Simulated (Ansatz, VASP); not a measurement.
## Cu in VASP and in Ansatz

File INCAR:

```
SYSTEM = Cu
ALGO = Normal ; EDIFF = 1E-7
EDIFFG = -0.002 ; ENCUT = 600
GGA = RP ; GGA_COMPAT = .False.
IBRION = 2 ; ISIF = 3
ISMEAR = 0 ; LASPH = .True.
LCHARG = .False. ; LREAL = .False.
LWAVE = .False. ; NELM = 120
NELMIN = 4 ; NSW = 100
PREC = Accurate ; SIGMA = 0.1
```

KPOINTS

```
k-points
0
Gamma
  16 16 16
  0 0 0
```

POSCAR

```
Cu
1.0
    0.0000000000      1.8250000000      1.8250000000
    1.8250000000      0.0000000000      1.8250000000
    1.8250000000      1.8250000000      0.0000000000
Cu
1
Direct
    0.0000000000      0.0000000000      0.0000000000
```

Input for Ansatz:

```yaml
crystal:
  lattice:
    - [0.0, 1.825, 1.825]
    - [1.825, 0.0, 1.825]
    - [1.825, 1.825, 0.0]
  atoms:
    - { symbol: Cu, position: [0.0, 0.0, 0.0] }
basis:
  ecutwfc: 420
kpoints:
  mp_grid: { grid: [16, 16, 16] }
hamiltonian:
  xc: rpbe
  pseudopotentials: { kind: paw, azcp: { folder: soft_1 } }
scf:
  occupations: { method: gaussian, width: 0.1 }
output:
  forces: true
  stress: true
  eigenvalues: true
relax:
  adjacent_minimum: "off"
  f_tol: 0.002
  max_steps: 80
  cell: { stress_tol: 0.02 }
```

Alike in both runs: task relaxation of cell and atoms; functional RPBE; k mesh 16 × 16 × 16; occupations gaussian, width 0.1 eV; no spin polarisation.

|  | VASP | Ansatz |
| --- | --- | --- |
| version | VASP 6.6.1 | Ansatz 0.2.0 |
| potentials or method | VASP PAW PBE potentials, release 64 (Cu), cutoff 600 eV | scalar-relativistic, plane waves, PAW |
| valence electrons in the cell | 11 | 19 |

Ansatz gave:

| Item | Value |
| --- | --- |
| gap on the k mesh at the Fermi level, each at its own relaxed structure (eV) | none |
| relaxed volume (Å³/atom) | 12.38 |
| relaxed cell length with the largest relative difference (Å) | 2.597 |

Task: What did VASP give for the same quantities?

Result: gap on the k mesh at the Fermi level, each at its own relaxed structure (eV): none; relaxed volume (Å³/atom): 12.46; relaxed cell length with the largest relative difference (Å): 2.602.

VASP's potentials were made for PBE, not for RPBE. A gap of «none» marks a metal or a gap that the smearing closes. VASP's potentials hold 11 valence electrons a cell and Ansatz's 19, so a difference there can come from the potentials and not from the codes.
